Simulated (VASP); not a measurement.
A run of VASP 6.6.1:

The input POSCAR:

```
Zn3SbSe4
1.0
    0.0000000000      5.7131810000      0.0000000000
    5.7131810000      0.0000000000      0.0000000000
    2.8565900000      2.8565900000     -5.6920880000
Zn Sb Se
3 1 4
Direct
    0.5000000000      0.5000000000      0.0000000000
    0.7500000000      0.2500000000      0.5000000000
    0.2500000000      0.7500000000      0.5000000000
    0.0000000000      0.0000000000      0.0000000000
    0.6108100000      0.6108100000      0.2625800000
    0.3891900000      0.8733900000      0.7374200000
    0.1266100000      0.1266100000      0.2625800000
    0.8733900000      0.3891900000      0.7374200000
```

File INCAR.step1:

```
SYSTEM = Zn3SbSe4
PREC = Accurate ; ENCUT = 520
ISMEAR = 1 ; SIGMA = 0.0626
LREAL = .False. ; LASPH = .True.
NELM = 60 ; NBANDS = 42
GGA = PE ; ALGO = Normal
EDIFF = 1E-4 ; LWAVE = .True.
LCHARG = .False.
```

File INCAR.step2:

```
SYSTEM = Zn3SbSe4
PREC = Accurate ; ENCUT = 520
EDIFF = 1E-6 ; ISMEAR = 1
SIGMA = 0.0626 ; LREAL = .False.
LASPH = .True. ; NELM = 60
ALGO = Normal ; ISIF = 2
LWAVE = .False. ; LCHARG = .False.
METAGGA = R2SCAN ; LMIXTAU = .True.
NBANDS = 42 ; ISTART = 1
```

The input KPOINTS:

```
Automatic mesh
0
Gamma
  4 4 4
  0 0 0
```

Potentials or basis: VASP PAW PBE potentials, release 64 (Zn, Sb, Se).

Launch:

```sh
$ cat potpaw_PBE.64/Zn/POTCAR potpaw_PBE.64/Sb/POTCAR potpaw_PBE.64/Se/POTCAR > POTCAR
$ cp INCAR.step1 INCAR
$ mpirun -np 1 vasp_std > vasp.out
$ cp INCAR.step2 INCAR
$ mpirun -np 1 vasp_std > vasp.out
```

Hardware: 1 thread of Intel(R) Xeon(R) 6975P-C (Granite Rapids) (shared host).

Problem. How long does it take, and how much memory?

Solution. Run time: 3.6 min on 1 thread of Intel(R) Xeon(R) 6975P-C (Granite Rapids) (shared host), peak memory 0.38 GiB. Counts: k points 13.
